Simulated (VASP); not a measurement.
# AlH2 (P-3m1) in VASP: a series of runs

The runs below take AlH2 through single point, relaxation of cell and atoms, with PBE.

All numbers are computed with VASP 6.6.1; they aren't measurements. Logs are shortened: lines on timing, memory, paths and dates and some standing lists are left out, and cuts for length are marked.

## (1) The cell of the first run

The structure is trigonal, space group P-3m1 (No. 164). The conventional cell has a = 2.720 Å, b = 2.720 Å, c = 5.420 Å, α = 90.00°, β = 90.00°, γ = 120.00°. Al (site symmetry -3m) has 6 H at 1.57 Å within 2.1 Å. H (site symmetry 3m) has 3 Al at 1.57 Å and 3 H at 1.58 Å within 2.1 Å.

The cell was built from a structure type or drawn by symmetry, and may not be a known phase.

## (2) Single point, PBE

INCAR

```
ALGO     = Normal         # electronic algorithm
EDIFF    = 1E-6           # SCF threshold, eV
ENCUT    = 520            # plane-wave cutoff, eV
GGA      = PE             # functional
ISIF     = 2              # what is computed and relaxed
ISMEAR   = 0              # smearing method
LASPH    = True           # aspherical terms in the spheres
LCHARG   = True           # write CHGCAR
LELF     = True           # ELF
LREAL    = False          # projectors in reciprocal space
LVHAR    = True         
LWAVE    = False          # write WAVECAR
NBANDS   = 10             # bands
NELM     = 100            # most SCF steps
PREC     = Accurate       # precision mode
SIGMA    = 0.1            # smearing width, eV
```

KPOINTS

```
k-points
0
Gamma
  6 6 4
```

POSCAR

```
AlH2
1.0
    2.7199250900      0.0000000000      0.0000000000
   -1.3599625400      2.3555242200      0.0000000000
    0.0000000000      0.0000000000      5.4202600600
Al H
1 2
Direct
    0.0000000000      0.0000000000      0.5000000000
    0.3333333300      0.6666666700      0.4845300800
    0.6666666700      0.3333333300      0.5154699200
```

Potentials or basis: VASP PAW PBE potentials, release 64 (Al, H).

Run with:

```
$ cat potpaw_PBE.64/Al/POTCAR potpaw_PBE.64/H/POTCAR > POTCAR
$ mpirun -np 1 vasp_std > vasp.out
```

OUTCAR:

```text
EDIFF = 1E-6
   ENCUT = 520
   GGA = PE
   ISIF = 2
   ISMEAR = 0
   LASPH = True
   LREAL = False
   NELM = 100
   PREC = Accurate

 ion  position               nearest neighbor table
   1  0.000  0.000  0.500-   2 1.57   3 1.57   2 1.57   3 1.57   3 1.57   2 1.57
   2  0.333  0.667  0.485-   1 1.57   1 1.57   1 1.57
   3  0.667  0.333  0.515-   1 1.57   1 1.57   1 1.57

  LATTYP: Found a hexagonal cell.
 ALAT       =     2.7199250900
 C/A-ratio  =     1.9927975516

  Lattice vectors:

 A1 = (   2.7199250900,   0.0000000000,   0.0000000000)
 A2 = (  -1.3599625400,   2.3555242200,   0.0000000000)
 A3 = (   0.0000000000,   0.0000000000,   5.4202600600)

Analysis of symmetry for initial positions (statically):
=====================================================================
 Subroutine PRICEL returns:
 Original cell was already a primitive cell.

 Routine SETGRP: Setting up the symmetry group for a
 hexagonal supercell.

 Subroutine GETGRP returns: Found 12 space group operations
 (whereof 12 operations were pure point group operations)
 out of a pool of 24 trial point group operations.

The static configuration has the point symmetry D_3d.

Analysis of symmetry for dynamics (positions and initial velocities):
=====================================================================
 Subroutine PRICEL returns:
 Original cell was already a primitive cell.

 Routine SETGRP: Setting up the symmetry group for a
 hexagonal supercell.

 Subroutine GETGRP returns: Found 12 space group operations
 (whereof 12 operations were pure point group operations)
 out of a pool of 24 trial point group operations.

The dynamic configuration has the point symmetry D_3d.

 Subroutine INISYM returns: Found 12 space group operations
 (whereof 12 operations are pure point group operations),
 and found     1 'primitive' translations

----------------------------------------------------------------------------------------

                                     Primitive cell

  volume of cell :      34.7268

  direct lattice vectors                    reciprocal lattice vectors
     2.719925090  0.000000000  0.000000000     0.367657184  0.212266974  0.000000000
    -1.359962540  2.355524220  0.000000000     0.000000000  0.424533949  0.000000000
     0.000000000  0.000000000  5.420260060     0.000000000  0.000000000  0.184492993

  length of vectors
     2.719925090  2.719925084  5.420260060     0.424533948  0.424533949  0.184492993

  position of ions in fractional coordinates (direct lattice)
     0.000000000  0.000000000  0.500000000
     0.333333330  0.666666670  0.484530080
     0.666666670  0.333333330  0.515469920

  ion indices of the primitive-cell ions
   primitive index   ion index
                 1           1
                 2           2
                 3           3

----------------------------------------------------------------------------------------

 KPOINTS: k-points

Automatic generation of k-mesh.
 Grid dimensions read from file:
 generate k-points for:    6    6    4

 Generating k-lattice:

  Cartesian coordinates                     Fractional coordinates (reciprocal lattice)
     0.061276197  0.035377829  0.000000000     0.166666667  0.000000000  0.000000000
     0.000000000  0.070755658  0.000000000     0.000000000  0.166666667  0.000000000
     0.000000000  0.000000000  0.046123248     0.000000000  0.000000000  0.250000000

  Length of vectors
     0.070755658  0.070755658  0.046123248

  Shift w.r.t. Gamma in fractional coordinates (k-lattice)
     0.000000000  0.000000000  0.000000000

 Subroutine IBZKPT returns following result:
 ===========================================

 Found     24 irreducible k-points:

 Following reciprocal coordinates:
            Coordinates               Weight
  0.000000  0.000000  0.000000      1.000000
  0.166667  0.000000  0.000000      6.000000
  0.333333  0.000000  0.000000      6.000000
  0.500000  0.000000  0.000000      3.000000
  0.166667  0.166667  0.000000      6.000000
  0.333333  0.166667  0.000000     12.000000
[... 16 lines left out ...]
  0.333333  0.166667  0.500000     12.000000
  0.333333  0.333333  0.500000      2.000000
   k-points           NKPTS =     24   k-points in BZ     NKDIM =     24   number of bands    NBANDS=     10
   number of dos      NEDOS =    301   number of ions     NIONS =      3
   total plane-waves  NPLWV =  16000
   dimension x,y,z NGX =    20 NGY =   20 NGZ =   40
   dimension x,y,z NGXF=    40 NGYF=   40 NGZF=   80
   ions per type =               1   2
   NGX,Y,Z   is equivalent  to a cutoff of  12.22, 12.22, 12.27 a.u.
   NGXF,Y,Z  is equivalent  to a cutoff of  24.45, 24.45, 24.54 a.u.
 SYSTEM =  unknown system
   PREC   = accura    normal or accurate (medium, high low for compatibility)
   ISTART =      0    job   : 0-new  1-cont  2-samecut
   ICHARG =      2    charge: 1-file 2-atom 10-const
   ISPIN  =      1    spin polarized calculation?
   LNONCOLLINEAR =      F non collinear calculations
   LSORBIT =      F    spin-orbit coupling
   LASPH  =      T    aspherical Exc in radial PAW
   ENCUT  =  520.0 eV  38.22 Ry    6.18 a.u.   5.06  5.06 10.08*2*pi/ulx,y,z
   NELM   =    100;   NELMIN=  2; NELMDL= -5     # of ELM steps
   EDIFF  = 0.1E-05   stopping-criterion for ELM
   LREAL  =      F    real-space projection
   EDIFFG = 0.1E-04   stopping-criterion for IOM
   NSW    =      0    number of steps for IOM
   IBRION =     -1    ionic relax: 0-MD 1-quasi-New 2-CG
   NFREE  =      0    steps in history (QN), initial steepest desc. (CG)
   ISIF   =      2    stress and relaxation
   ISYM   =      2    0-nonsym 1-usesym 2-fastsym
   POTIM  = 0.5000    time-step for ionic-motion
   TEBEG  =    0.0;   TEEND  =   0.0 temperature during run
   PSTRESS=    0.0 pullay stress
   NELECT =       5.0000    total number of electrons
   NUPDOWN=      -1.0000    fix difference up-down
   EMIN   =  10.00;   EMAX   =-10.00  energy-range for DOS
   EFERMI =   0.00;   METHOD = LEGACY
   ISMEAR =     0;   SIGMA  =   0.10  broadening in eV -4-tet -1-fermi 0-gaus
   EFERMI_NEDOS =   21; number of points for ismear=-14 and -15
   IALGO  =     38    algorithm
   IMIX   =      4    mixing-type and parameters
     AMIX     =   0.40;   BMIX     =  1.00
     AMIX_MAG =   1.60;   BMIX_MAG =  1.00
  volume/ion in A,a.u.               =      11.58        78.12
  Fermi-wavevector in a.u.,A,eV,Ry     =   0.858045  1.621470 10.017165  0.736241
  Thomas-Fermi vector in A             =   1.975190
   LORBIT       =      0    0 simple, 1 ext, 2 COOP (PROOUT), +10 PAW based schemes
   GGA     = PE    functional components
   LHFCALC =     F    Hartree Fock is set to
   AEXX    =    0.0000 exact exchange contribution
   IVDW    =     0    specifies the selected vdW correction
   LEPSILON=     F    determine dielectric tensor
   LRPA    =     F    only Hartree local field effects (RPA)
 non-spin polarized calculation
 Gauss-broadening in eV      SIGMA  =   0.10
  energy-cutoff  :      520.00
  volume of cell :       34.73
 maximum number of plane-waves:       954
   NGX = 11   NGY = 11   NGZ = 21

 number of electron       5.0000001 magnetization

 Free energy of the ion-electron system (eV)
  ---------------------------------------------------
  ext. energy  EPLUGINS =         0.00000000
  ---------------------------------------------------
  free energy    TOTEN  =        -6.49080377 eV

  energy without entropy =       -6.48238113  energy(sigma->0) =       -6.48659245

 E-fermi :   3.3485     XC(G=0):  -7.5479

 val. band max:        3.3463140424   @ k =   0.1667   0.0000   0.0000
 cond. band min:       3.3538151870   @ k =   0.1667   0.0000   0.2500
 fundamental gap:      0.0075011447
 Fermi energy:         3.3485003599

 k-point     1 :       0.0000    0.0000    0.0000
  band No.  band energies     occupation
      1     -12.3023      2.00000
      2      -0.1369      2.00000
      3       3.2898      1.59368
      4       6.6588      0.00000
      5      13.1591      0.00000
      6      13.1818      0.00000
      7      13.1818      0.00000
      8      15.9058      0.00000
      9      15.9058      0.00000
     10      16.5009      0.00000

 k-point     2 :       0.1667    0.0000    0.0000
  band No.  band energies     occupation
      1     -11.6177      2.00000
      2       0.4959      2.00000
      3       3.3463      1.02467
      4       3.9844      0.00000
      5      11.3439      0.00000
      6      11.3581      0.00000
      7      15.1697      0.00000
      8      16.9888      0.00000
      9      17.5041      0.00000
     10      18.9209      0.00000

 k-point     3 :       0.3333    0.0000    0.0000
  band No.  band energies     occupation
      1      -9.6672      2.00000
      2      -1.5815      2.00000
      3       2.7836      2.00000
      4       5.6292      0.00000
      5       9.6634      0.00000
      6       9.7362      0.00000
      7      11.2141      0.00000
      8      16.1989      0.00000
      9      18.2106      0.00000
     10      18.7733      0.00000

 k-point     4 :       0.5000    0.0000    0.0000
  band No.  band energies     occupation
      1      -7.5788      2.00000
      2      -4.6224      2.00000
      3       6.0447      0.00000
      4       6.0877      0.00000
      5       6.9544      0.00000
      6       9.1846      0.00000
      7      10.4903      0.00000
      8      12.3446      0.00000
      9      18.0857      0.00000
     10      20.0416      0.00000

 k-point     5 :       0.1667    0.1667    0.0000
  band No.  band energies     occupation
      1     -10.2941      2.00000
      2      -0.1559      2.00000
      3       2.1793      2.00000
      4       4.6982      0.00000
      5       7.7375      0.00000
      6      14.0385      0.00000
      7      14.9843      0.00000
      8      15.0525      0.00000
      9      15.4903      0.00000
     10      18.6011      0.00000

 k-point     6 :       0.3333    0.1667    0.0000
  band No.  band energies     occupation
      1      -7.9354      2.00000
      2      -3.6693      2.00000
      3       3.8462      0.00000
      4       4.8803      0.00000
      5       9.0397      0.00000
      6       9.2237      0.00000
      7      12.9669      0.00000
      8      13.3667      0.00000
      9      15.4629      0.00000
     10      17.9036      0.00000
[... 183 lines left out ...]
 k-point    21 :       0.5000    0.0000    0.5000
  band No.  band energies     occupation
      1      -7.5735      2.00000
      2      -4.6103      2.00000
      3       5.4716      0.00000
      4       5.7269      0.00000
      5       7.1052      0.00000
      6       9.2006      0.00000
      7      13.9490      0.00000
      8      14.6866      0.00000
      9      14.9170      0.00000
     10      16.0787      0.00000

 k-point    22 :       0.1667    0.1667    0.5000
  band No.  band energies     occupation
      1     -10.2851      2.00000
      2      -0.1802      2.00000
      3       1.5464      2.00000
      4       5.7355      0.00000
      5       9.9280      0.00000
      6      10.4675      0.00000
      7      13.6575      0.00000
      8      14.7337      0.00000
      9      15.0628      0.00000
     10      17.8929      0.00000

 k-point    23 :       0.3333    0.1667    0.5000
  band No.  band energies     occupation
      1      -7.9286      2.00000
      2      -3.6628      2.00000
      3       3.9527      0.00000
      4       4.2979      0.00000
      5       8.5103      0.00000
      6      11.9569      0.00000
      7      12.8400      0.00000
      8      13.3268      0.00000
      9      14.7502      0.00000
     10      17.6589      0.00000

 k-point    24 :       0.3333    0.3333    0.5000
  band No.  band energies     occupation
      1      -5.6791      2.00000
      2      -5.6791      2.00000
      3       2.0915      2.00000
      4       7.2660      0.00000
      5       8.0978      0.00000
      6       8.0978      0.00000
      7      15.7031      0.00000
      8      15.7031      0.00000
      9      15.9871      0.00000
     10      16.9399      0.00000

------------------------ aborting loop because EDIFF is reached ----------------------------------------

  FORCE on cell =-STRESS in cart. coord.  units (eV):
  Direction    XX          YY          ZZ          XY          YZ          ZX
  --------------------------------------------------------------------------------------
  -------------------------------------------------------------------------------------
  Total        9.0522548      9.0522548     -0.0380991      0.0000000      0.0000000      0.0000000
  in kB      417.6405997    417.6405981     -1.7577649      0.0000009      0.0000000      0.0000000
  external PRESSURE =     277.8411443 kB  Pullay stress =       0.0000000 kB

 VOLUME and BASIS-vectors are now :
 -----------------------------------------------------------------------------
  energy-cutoff  :      520.00
  volume of cell :       34.73
      direct lattice vectors                 reciprocal lattice vectors
     2.719925090  0.000000000  0.000000000     0.367657184  0.212266974  0.000000000
    -1.359962540  2.355524220  0.000000000     0.000000000  0.424533949  0.000000000
     0.000000000  0.000000000  5.420260060     0.000000000  0.000000000  0.184492993

 POSITION                                       TOTAL-FORCE (eV/Angst)
 -----------------------------------------------------------------------------------
      0.00000      0.00000      2.71013        -0.000000      0.000000     -0.000000
     -0.00000      1.57035      2.62628         0.000000      0.000000     -0.565559
      1.35996      0.78517      2.79398        -0.000000      0.000000      0.565559
 -----------------------------------------------------------------------------------
    total drift:                                0.000000     -0.000000      0.000000

  FREE ENERGIE OF THE ION-ELECTRON SYSTEM (eV)
  ---------------------------------------------------
  free  energy   TOTEN  =        -6.4908037659 eV

  energy  without entropy=       -6.4823811274  energy(sigma->0) =       -6.48659245
```

It took 9.9 s on 1 thread of Intel Xeon Platinum 8488C (Sapphire Rapids), shared host; peak memory 0.13 GiB.

What came out:

```
Free energy            : -6.4908 eV
Pressure               : 27.8 GPa
Largest force          : 0.566 eV/Å
Band gap on the k mesh : zero (an odd number of electrons rules out a gap without spin polarisation)
```

Forces on the atoms (eV/Å):
```
Al   0.000  0.000  0.000
H    0.000  0.000 -0.566
H    0.000  0.000  0.566
```

Caveat: the k points lie up to 0.44 Å⁻¹ apart, too coarse for converged energies and pressures of a metal.

## (3) Relaxation of cell and atoms, PBE

INCAR

```
SYSTEM = AlH2
ALGO = Normal ; EDIFF = 1E-7
EDIFFG = -0.04 ; ENCUT = 600
GGA = PE ; IBRION = 2
ISIF = 3 ; ISMEAR = 0
LASPH = .True. ; LCHARG = .False.
LREAL = .False. ; LWAVE = .False.
NELM = 80 ; NSW = 90
PREC = Accurate ; SIGMA = 0.1
```

KPOINTS

```
k-points
0
Gamma
  6 6 4
  0 0 0
```

POSCAR is that of step 2.

Potentials or basis: VASP PAW PBE potentials, release 64 (Al, H).

Run with:

```
$ cat potpaw_PBE.64/Al/POTCAR potpaw_PBE.64/H/POTCAR > POTCAR
$ mpirun -np 1 vasp_std > vasp.out
```

Run time: 3.9 min. Hardware: 1 thread of Intel Xeon Platinum 8488C (Sapphire Rapids), shared host; peak memory 0.17 GiB.

It converged, with:

- Free energy: -9.5207 eV
- Relaxed volume: 8.22 Å³/atom
- Relaxed cell: a = 3.053 Å, b = 3.053 Å, c = 3.057 Å, α = 90.00°, β = 90.00°, γ = 120.00°
- Space group after relaxing (to 0.1 Å): P-3m1 (No. 164)
- Pressure after relaxing: 0.2 GPa
- Largest force after relaxing: 0.030 eV/Å
- Band gap on the k mesh: zero (an odd number of electrons rules out a gap without spin polarisation)

Forces in eV/Å, atoms in the order of the input:
```
Al   0.000  0.000  0.000
H    0.000  0.000  0.030
H    0.000  0.000 -0.030
```

Stress tensor (GPa, compression positive):
```
0.25 0.00 0.00
0.00 0.25 0.00
0.00 0.00 0.12
```

Final structure:
```
Al H
1.0
     3.05286    0.00000    0.00000
    -1.52643    2.64385    0.00000
     0.00000    0.00000    3.05672
Al H
1 2
Cartesian
  0.0000 0.0000 1.5284
  0.0000 1.7626 0.7944
  1.5264 0.8813 2.2623
```

Levels at points of the mesh, in eV from the Fermi level:
```
           k point  band 1  band 2  band 3  band 4  band 5
(0.00, 0.00, 0.00)  -12.44   -1.10    4.80    8.44    8.44
(0.50, 0.00, 0.00)   -8.15   -6.77    0.80    4.00    7.31
(0.00, 0.00, 0.50)   -9.76   -7.51    6.82    9.62   10.60
(0.50, 0.00, 0.50)   -6.20   -5.16   -1.10   -0.85    6.28
```

Caveat: the k points lie up to 0.51 Å⁻¹ apart in the final cell, too coarse for converged energies and pressures of a metal; the volume moved by over 15 % at a fixed basis, so the end points are rough.
